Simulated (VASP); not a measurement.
# Ca4Zn3 (P6/mmm) in VASP: a series of runs

Ca4Zn3 is run at these levels: PBE; tasks: single point.

All numbers are computed with VASP 6.6.1; they aren't measurements. Logs are shortened: lines on timing, memory, paths and dates and some standing lists are left out, and cuts for length are marked.

**1. The cell of the first run**

The structure is hexagonal, space group P6/mmm (No. 191). The conventional cell has a = 6.687 Å, b = 6.687 Å, c = 5.478 Å, α = 90.00°, β = 90.00°, γ = 120.00°. Ca (site symmetry 6/mmm) has 2 Zn at 2.74 Å within 3.6 Å. Within 4.4 Å of Ca (site symmetry mmm) lie 8 Ca at 3.34 to 4.32 Å and 6 Zn at 3.34 to 3.35 Å. Within 4.4 Å of Zn (site symmetry -6m2) lie 9 Ca at 3.35 to 3.86 Å and 3 Zn at 3.86 Å. Zn (site symmetry 6/mmm) has 8 Ca at 2.74 to 3.34 Å within 3.6 Å.

The cell was built from a structure type or drawn by symmetry, and may not be a known phase.

**2. Single point, PBE**

Contents of INCAR:

```
SYSTEM = Ca4Zn3
PREC     = Accurate       ! precision mode
ENCUT    = 520            ! plane-wave cutoff, eV
EDIFF    = 1E-7           ! SCF threshold, eV
ISMEAR   = 0              ! smearing method
SIGMA    = 0.1            ! smearing width, eV
LREAL    = .FALSE.        ! projectors in reciprocal space
LASPH    = .TRUE.         ! aspherical terms in the spheres
NELM     = 60             ! most SCF steps
ALGO     = Fast           ! electronic algorithm
ISIF     = 2              ! what is computed and relaxed
LWAVE    = .FALSE.        ! write WAVECAR
LCHARG   = .FALSE.        ! write CHGCAR
GGA      = PE             ! functional
NBANDS   = 47             ! bands
```

Contents of KPOINTS:

```
regular mesh
0
G
  6 6 4
  0 0 0
```

Contents of POSCAR:

```
Ca4Zn3
1.0
    6.6872760772      0.0000000000      0.0000000000
   -3.3436380386      5.7913509649      0.0000000000
    0.0000000000      0.0000000000      5.4782711356
Ca Zn
4 3
Direct
    0.0000000000      0.0000000000      0.5000000000
    0.5000000000      0.0000000000      0.0000000000
    0.0000000000      0.5000000000      0.0000000000
    0.5000000000      0.5000000000      0.0000000000
    0.3333333333      0.6666666667      0.5000000000
    0.6666666667      0.3333333333      0.5000000000
    0.0000000000      0.0000000000      0.0000000000
```

Potentials or basis: VASP PAW PBE potentials, release 64 (Ca_sv, Zn).

The run is started by

```sh
cat potpaw_PBE.64/Ca_sv/POTCAR potpaw_PBE.64/Zn/POTCAR > POTCAR
mpirun -np 1 vasp_std > vasp.out
```

OUTCAR:

```text
SYSTEM = Ca4Zn3
   PREC = Accurate
   ENCUT = 520
   EDIFF = 1E-7
   ISMEAR = 0
   LREAL = .FALSE.
   LASPH = .TRUE.
   NELM = 60
   ISIF = 2
   GGA = PE

 ion  position               nearest neighbor table
   1  0.000  0.000  0.500-   7 2.74   7 2.74
   2  0.500  0.000  0.000-
   3  0.000  0.500  0.000-
   4  0.500  0.500  0.000-
   5  0.333  0.667  0.500-
   6  0.667  0.333  0.500-
   7  0.000  0.000  0.000-   1 2.74   1 2.74

  LATTYP: Found a hexagonal cell.
 ALAT       =     6.6872760772
 C/A-ratio  =     0.8192081607

  Lattice vectors:

 A1 = (   6.6872760772,   0.0000000000,   0.0000000000)
 A2 = (  -3.3436380386,   5.7913509649,   0.0000000000)
 A3 = (   0.0000000000,   0.0000000000,   5.4782711356)

Analysis of symmetry for initial positions (statically):
=====================================================================
 Subroutine PRICEL returns:
 Original cell was already a primitive cell.

 Routine SETGRP: Setting up the symmetry group for a
 hexagonal supercell.

 Subroutine GETGRP returns: Found 24 space group operations
 (whereof 24 operations were pure point group operations)
 out of a pool of 24 trial point group operations.

The static configuration has the point symmetry D_6h.

Analysis of symmetry for dynamics (positions and initial velocities):
=====================================================================
 Subroutine PRICEL returns:
 Original cell was already a primitive cell.

 Routine SETGRP: Setting up the symmetry group for a
 hexagonal supercell.

 Subroutine GETGRP returns: Found 24 space group operations
 (whereof 24 operations were pure point group operations)
 out of a pool of 24 trial point group operations.

The dynamic configuration has the point symmetry D_6h.

 Subroutine INISYM returns: Found 24 space group operations
 (whereof 24 operations are pure point group operations),
 and found     1 'primitive' translations

----------------------------------------------------------------------------------------

                                     Primitive cell

  volume of cell :     212.1645

  direct lattice vectors                    reciprocal lattice vectors
     6.687276077  0.000000000  0.000000000     0.149537717  0.086335641  0.000000000
    -3.343638039  5.791350965  0.000000000     0.000000000  0.172671283  0.000000000
     0.000000000  0.000000000  5.478271136     0.000000000  0.000000000  0.182539340

  length of vectors
     6.687276077  6.687276077  5.478271136     0.172671283  0.172671283  0.182539340

  position of ions in fractional coordinates (direct lattice)
     0.000000000  0.000000000  0.500000000
     0.500000000  0.000000000  0.000000000
     1.000000000  0.500000000  0.000000000
     0.500000000  0.500000000  0.000000000
     0.333333333  0.666666667  0.500000000
     0.666666667  0.333333333  0.500000000
     0.000000000  0.000000000  0.000000000

  ion indices of the primitive-cell ions
   primitive index   ion index
                 1           1
                 2           2
                 3           3
                 4           4
                 5           5
                 6           6
                 7           7

----------------------------------------------------------------------------------------

 KPOINTS: regular mesh

Automatic generation of k-mesh.
 Grid dimensions read from file:
 generate k-points for:    6    6    4

 Generating k-lattice:

  Cartesian coordinates                     Fractional coordinates (reciprocal lattice)
     0.024922953  0.014389274  0.000000000     0.166666667  0.000000000  0.000000000
     0.000000000  0.028778547  0.000000000     0.000000000  0.166666667  0.000000000
     0.000000000  0.000000000  0.045634835     0.000000000  0.000000000  0.250000000

  Length of vectors
     0.028778547  0.028778547  0.045634835

  Shift w.r.t. Gamma in fractional coordinates (k-lattice)
     0.000000000  0.000000000  0.000000000

 Subroutine IBZKPT returns following result:
 ===========================================

 Found     21 irreducible k-points:

 Following reciprocal coordinates:
            Coordinates               Weight
  0.000000  0.000000  0.000000      1.000000
  0.166667  0.000000  0.000000      6.000000
  0.333333  0.000000  0.000000      6.000000
  0.500000  0.000000  0.000000      3.000000
  0.166667  0.166667  0.000000      6.000000
  0.333333  0.166667  0.000000     12.000000
[... 13 lines left out ...]
  0.333333  0.166667  0.500000     12.000000
  0.333333  0.333333  0.500000      2.000000
   k-points           NKPTS =     21   k-points in BZ     NKDIM =     21   number of bands    NBANDS=     47
   number of dos      NEDOS =    301   number of ions     NIONS =      7
   total plane-waves  NPLWV = 105000
   dimension x,y,z NGX =    50 NGY =   50 NGZ =   42
   dimension x,y,z NGXF=   100 NGYF=  100 NGZF=   84
   ions per type =               4   3
   NGX,Y,Z   is equivalent  to a cutoff of  12.43, 12.43, 12.75 a.u.
   NGXF,Y,Z  is equivalent  to a cutoff of  24.86, 24.86, 25.49 a.u.
 SYSTEM =  Ca4Zn3
   PREC   = accura    normal or accurate (medium, high low for compatibility)
   ISTART =      0    job   : 0-new  1-cont  2-samecut
   ICHARG =      2    charge: 1-file 2-atom 10-const
   ISPIN  =      1    spin polarized calculation?
   LNONCOLLINEAR =      F non collinear calculations
   LSORBIT =      F    spin-orbit coupling
   LASPH  =      T    aspherical Exc in radial PAW
   ENCUT  =  520.0 eV  38.22 Ry    6.18 a.u.  12.43 12.43 10.19*2*pi/ulx,y,z
   NELM   =     60;   NELMIN=  2; NELMDL= -5     # of ELM steps
   EDIFF  = 0.1E-06   stopping-criterion for ELM
   LREAL  =      F    real-space projection
   EDIFFG = 0.1E-05   stopping-criterion for IOM
   NSW    =      0    number of steps for IOM
   IBRION =     -1    ionic relax: 0-MD 1-quasi-New 2-CG
   NFREE  =      0    steps in history (QN), initial steepest desc. (CG)
   ISIF   =      2    stress and relaxation
   ISYM   =      2    0-nonsym 1-usesym 2-fastsym
   POTIM  = 0.5000    time-step for ionic-motion
   TEBEG  =    0.0;   TEEND  =   0.0 temperature during run
   PSTRESS=    0.0 pullay stress
   NELECT =      76.0000    total number of electrons
   NUPDOWN=      -1.0000    fix difference up-down
   EMIN   =  10.00;   EMAX   =-10.00  energy-range for DOS
   EFERMI =   0.00;   METHOD = LEGACY
   ISMEAR =     0;   SIGMA  =   0.10  broadening in eV -4-tet -1-fermi 0-gaus
   EFERMI_NEDOS =   21; number of points for ismear=-14 and -15
   IALGO  =     68    algorithm
   IMIX   =      4    mixing-type and parameters
     AMIX     =   0.40;   BMIX     =  1.00
     AMIX_MAG =   1.60;   BMIX_MAG =  1.00
  volume/ion in A,a.u.               =      30.31       204.54
  Fermi-wavevector in a.u.,A,eV,Ry     =   1.162666  2.197121 18.392264  1.351793
  Thomas-Fermi vector in A             =   2.299225
   LORBIT       =      0    0 simple, 1 ext, 2 COOP (PROOUT), +10 PAW based schemes
   GGA     = PE    functional components
   LHFCALC =     F    Hartree Fock is set to
   AEXX    =    0.0000 exact exchange contribution
   IVDW    =     0    specifies the selected vdW correction
   LEPSILON=     F    determine dielectric tensor
   LRPA    =     F    only Hartree local field effects (RPA)
 non-spin polarized calculation
 RMM-DIIS sequential band-by-band and
 Gauss-broadening in eV      SIGMA  =   0.10
  energy-cutoff  :      520.00
  volume of cell :      212.16
 maximum number of plane-waves:      5748
 NGX is ok and might be reduce to    50
   NGX = 25   NGY = 25   NGZ = 21

 number of electron      75.9999995 magnetization

 Free energy of the ion-electron system (eV)
  ---------------------------------------------------
  ext. energy  EPLUGINS =         0.00000000
  ---------------------------------------------------
  free energy    TOTEN  =       -10.76836618 eV

  energy without entropy =      -10.72106908  energy(sigma->0) =      -10.74471763

 E-fermi :   1.9712     XC(G=0):  -8.6013

 val. band max:        1.9669753799   @ k =   0.3333   0.1667   0.0000
 cond. band min:       1.9797861798   @ k =   0.1667   0.1667   0.0000
 fundamental gap:      0.0128107998
 Fermi energy:         1.9711998576

 k-point     1 :       0.0000    0.0000    0.0000
  band No.  band energies     occupation
      1     -39.9482      2.00000
      2     -39.5787      2.00000
      3     -39.5284      2.00000
      4     -39.5284      2.00000
      5     -20.9733      2.00000
      6     -20.9412      2.00000
[... 39 lines left out ...]
     46       4.6963      0.00000
     47       4.7921      0.00000

 k-point     2 :       0.1667    0.0000    0.0000
  band No.  band energies     occupation
      1     -39.9482      2.00000
      2     -39.5757      2.00000
      3     -39.5314      2.00000
      4     -39.5284      2.00000
      5     -20.9732      2.00000
      6     -20.9411      2.00000
[... 39 lines left out ...]
     46       4.2055      0.00000
     47       4.9547      0.00000

 k-point     3 :       0.3333    0.0000    0.0000
  band No.  band energies     occupation
      1     -39.9482      2.00000
      2     -39.5681      2.00000
      3     -39.5391      2.00000
      4     -39.5284      2.00000
      5     -20.9730      2.00000
      6     -20.9408      2.00000
[... 39 lines left out ...]
     46       3.9103      0.00000
     47       4.7732      0.00000

 k-point     4 :       0.5000    0.0000    0.0000
  band No.  band energies     occupation
      1     -39.9482      2.00000
      2     -39.5620      2.00000
      3     -39.5453      2.00000
      4     -39.5284      2.00000
      5     -20.9729      2.00000
      6     -20.9406      2.00000
[... 789 lines left out ...]
     46       3.9778      0.00000
     47       5.0245      0.00000

 k-point    20 :       0.3333    0.1667    0.5000
  band No.  band energies     occupation
      1     -39.9479      2.00000
      2     -39.5620      2.00000
      3     -39.5452      2.00000
      4     -39.5284      2.00000
      5     -20.9844      2.00000
      6     -20.9409      2.00000
[... 39 lines left out ...]
     46       4.3923      0.00000
     47       4.7001      0.00000

 k-point    21 :       0.3333    0.3333    0.5000
  band No.  band energies     occupation
      1     -39.9479      2.00000
      2     -39.5536      2.00000
      3     -39.5536      2.00000
      4     -39.5284      2.00000
      5     -20.9845      2.00000
      6     -20.9407      2.00000
[... 39 lines left out ...]
     46       4.7862      0.00000
     47       4.8850      0.00000

------------------------ aborting loop because EDIFF is reached ----------------------------------------

  FORCE on cell =-STRESS in cart. coord.  units (eV):
  Direction    XX          YY          ZZ          XY          YZ          ZX
  --------------------------------------------------------------------------------------
  -------------------------------------------------------------------------------------
  Total        0.0159082      0.0159082      0.1175030      0.0000000      0.0000000      0.0000000
  in kB        0.1201321      0.1201321      0.8873338      0.0000000      0.0000000      0.0000000
  external PRESSURE =       0.3758660 kB  Pullay stress =       0.0000000 kB

 VOLUME and BASIS-vectors are now :
 -----------------------------------------------------------------------------
  energy-cutoff  :      520.00
  volume of cell :      212.16
      direct lattice vectors                 reciprocal lattice vectors
     6.687276077  0.000000000  0.000000000     0.149537717  0.086335641  0.000000000
    -3.343638039  5.791350965  0.000000000     0.000000000  0.172671283  0.000000000
     0.000000000  0.000000000  5.478271136     0.000000000  0.000000000  0.182539340

 POSITION                                       TOTAL-FORCE (eV/Angst)
 -----------------------------------------------------------------------------------
      0.00000      0.00000      2.73914         0.000000      0.000000      0.000000
      3.34364      0.00000      0.00000         0.000000      0.000000      0.000000
     -1.67182      2.89568      0.00000         0.000000      0.000000      0.000000
      1.67182      2.89568      0.00000         0.000000      0.000000      0.000000
     -0.00000      3.86090      2.73914         0.000000      0.000000      0.000000
      3.34364      1.93045      2.73914        -0.000000      0.000000      0.000000
      0.00000      0.00000      0.00000         0.000000      0.000000      0.000000
 -----------------------------------------------------------------------------------
    total drift:                               -0.000000      0.000000     -0.000000

  FREE ENERGIE OF THE ION-ELECTRON SYSTEM (eV)
  ---------------------------------------------------
  free  energy   TOTEN  =       -10.7683661805 eV

  energy  without entropy=      -10.7210690782  energy(sigma->0) =      -10.74471763
```

Wall time 9.9 min (1 thread of Oxide Virtual Turin-like, shared host); peak memory 0.39 GiB.

What came out:

```
Free energy            : -10.7684 eV
Pressure               : 0.0 GPa
Band gap on the k mesh : zero (bands 38 and 39 overlap by 0.51 eV)
```

**3. Single point, PBE**

Contents of INCAR:

```
SYSTEM = Ca4Zn3
PREC = Accurate ; ENCUT = 520
EDIFF = 1E-7 ; ISMEAR = 0
SIGMA = 0.1 ; LREAL = .FALSE.
LASPH = .TRUE. ; NELM = 60
ALGO = Fast ; ISIF = 2
LWAVE = .FALSE. ; LCHARG = .FALSE.
GGA = PE ; NBANDS = 47
```

Contents of KPOINTS:

```
Automatic mesh
0
G
  6 6 8
  0 0 0
```

Changes to POSCAR since step 2:

```diff
@@ -2,5 +2,5 @@
 1.0
-    6.6872760772      0.0000000000      0.0000000000
-   -3.3436380386      5.7913509649      0.0000000000
-    0.0000000000      0.0000000000      5.4782711356
+    6.7065192686      0.0000000000      0.0000000000
+   -3.3532596343      5.8080160576      0.0000000000
+    0.0000000000      0.0000000000      5.4557305427
 Ca Zn
```

Potentials or basis: VASP PAW PBE potentials, release 64 (Ca_sv, Zn).

The run is started by

```sh
cat potpaw_PBE.64/Ca_sv/POTCAR potpaw_PBE.64/Zn/POTCAR > POTCAR
mpirun -np 1 vasp_std > vasp.out
```

It took 13 min on 1 thread of Oxide Virtual Turin-like, shared host; peak memory 0.46 GiB.

It converged, with:

```yaml
Free_energy: -10.7972 eV
Pressure: 0.1 GPa
Band_gap_on_the_k_mesh: zero (bands 38 and 39 overlap by 0.49 eV)
```

Levels at points of the mesh, in eV from the Fermi level:
| k point | band 34 | band 35 | band 36 | band 37 | band 38 | band 39 | band 40 | band 41 | band 42 | band 43 |
| --- | --- | --- | --- | --- | --- | --- | --- | --- | --- | --- |
| (0.00, 0.00, 0.00) | -2.47 | -0.81 | -0.81 | -0.30 | -0.30 | -0.27 | -0.13 | -0.13 | 1.24 | 1.24 |
| (0.50, 0.00, 0.00) | -3.50 | -1.50 | -0.44 | -0.01 | 0.09 | 0.14 | 0.63 | 0.63 | 1.04 | 1.26 |
| (0.00, 0.00, 0.50) | -2.75 | -1.82 | -0.14 | -0.14 | -0.10 | 0.15 | 0.15 | 0.35 | 0.35 | 0.50 |
| (0.50, 0.00, 0.50) | -3.58 | -2.43 | -1.48 | -0.74 | -0.74 | -0.39 | 0.10 | 1.06 | 1.41 | 1.72 |
